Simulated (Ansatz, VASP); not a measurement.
## GdN in VASP and in Ansatz

```
Gd N
1.0
     3.43709    0.00000    0.00000
    -1.71854    2.97660    0.00000
     0.00000    0.00000    5.96507
Gd N
2 2
Cartesian
  0.0000 1.9844 1.4913
  1.7185 0.9922 4.4738
  0.0000 0.0000 0.0000
  0.0000 0.0000 2.9825
```

Alike in both runs: task single point; functional LDA; k mesh 10 × 10 × 8; occupations gaussian, width 0.05 eV; collinear spin.

|  | VASP | Ansatz |
| --- | --- | --- |
| version | VASP 6.6.1 | Ansatz 0.2.0 |
| potentials or method | VASP PAW PBE potentials, release 64 (Gd, N), cutoff 520 eV | scalar-relativistic, plane waves, PAW |
| valence electrons in the cell | 46 | 46 |

Ansatz gave:

```
gap on the k mesh at the Fermi level (eV)                     : none
pressure (GPa)                                                : -9.5
traceless stress, the component that is largest in VASP (GPa) : -0.44
net moment per atom (μB)                                      : 3.50
size of the moment on the site where the two differ most (μB) : 6.84
```

Q: Which values does VASP return?

A: gap on the k mesh at the Fermi level (eV): none; pressure (GPa): -9.0; traceless stress, the component that is largest in VASP (GPa): -0.33; net moment per atom (μB): 3.50; size of the moment on the site where the two differ most (μB): 6.79.

VASP's potentials were made for PBE, not for LDA. LDA's correlation is that of Perdew and Zunger in VASP and of Perdew and Wang (1992) in Ansatz. Site moments also hang on the region over which each program counts them. A gap of «none» marks a metal or a gap that the smearing closes.

Neither program's run includes spin-orbit coupling.
